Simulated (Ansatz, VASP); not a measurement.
This is a calculation of SnTe for VASP 6.6.1.

Contents of INCAR:

```
SYSTEM = SnTe
ALGO = Normal
EDIFF = 1E-7
ENCUT = 520
ISIF = 2
ISMEAR = -1
LASPH = .TRUE.
LCHARG = .FALSE.
LREAL = .FALSE.
LWAVE = .FALSE.
NBANDS = 17
NELM = 60
PREC = Accurate
SIGMA = 0.05
```

The input KPOINTS:

```
k-points
0
G
  7 7 7
  0 0 0
```

POSCAR

```
SnTe
1.0
    3.8784931701      0.0000000000      0.0000000000
    0.0000000000      3.8784931701      0.0000000000
    0.0000000000      0.0000000000      3.8784931701
Te Sn
1 1
Direct
    0.5000000000      0.5000000000      0.5000000000
    0.0000000000      0.0000000000      0.0000000000
```

Potentials or basis: VASP PAW LDA potentials, release 64 (Te, Sn_d).

Command:

```console
$ cat potpaw_LDA.64/Te/POTCAR potpaw_LDA.64/Sn_d/POTCAR > POTCAR
$ mpirun -np 1 vasp_std > vasp.out
```

Question: Translate it to Ansatz 0.2.0. Potentials there: all-electron LAPW, scalar-relativistic.

Answer: As run (the cutoff follows the program's own potentials):

File input.yaml:

```yaml
crystal:
  lattice:
    - [3.8784931701, 0.0, 0.0]
    - [0.0, 3.8784931701, 0.0]
    - [0.0, 0.0, 3.8784931701]
  atoms:
    - { symbol: Te, position: [0.5, 0.5, 0.5] }
    - { symbol: Sn, position: [0.0, 0.0, 0.0] }
kpoints:
  mp_grid: { grid: [7, 7, 7] }
scf:
  occupations: { method: fermi_dirac, width: 0.05 }
hamiltonian:
  xc: lda
  pseudopotentials: { kind: all_electron, lapw: { basis_error: 0.001 } }
output:
  forces: true
  stress: true
  eigenvalues: true
```

Potentials or basis: all-electron LAPW, scalar-relativistic.

Run with:

```console
$ ansatz run input.yaml --threads 1 --pin off --max-ram 3072MiB --backend cpu --events-out ev --progress --plain --runs-dir out
```

Both were run:

|  | VASP | Ansatz | Ansatz less VASP |
| --- | --- | --- | --- |
| gap on the k mesh at the Fermi level (eV) | none | none | - |
| pressure (GPa) | -4.2 | -4.2 | +0.04 |

LDA's correlation is that of Perdew and Zunger in VASP and of Perdew and Wang (1992) in Ansatz. A gap of «none» marks a metal or a gap that the smearing closes. Ansatz ran all-electron here, and VASP with PAW potentials.

Neither program's run includes spin-orbit coupling.
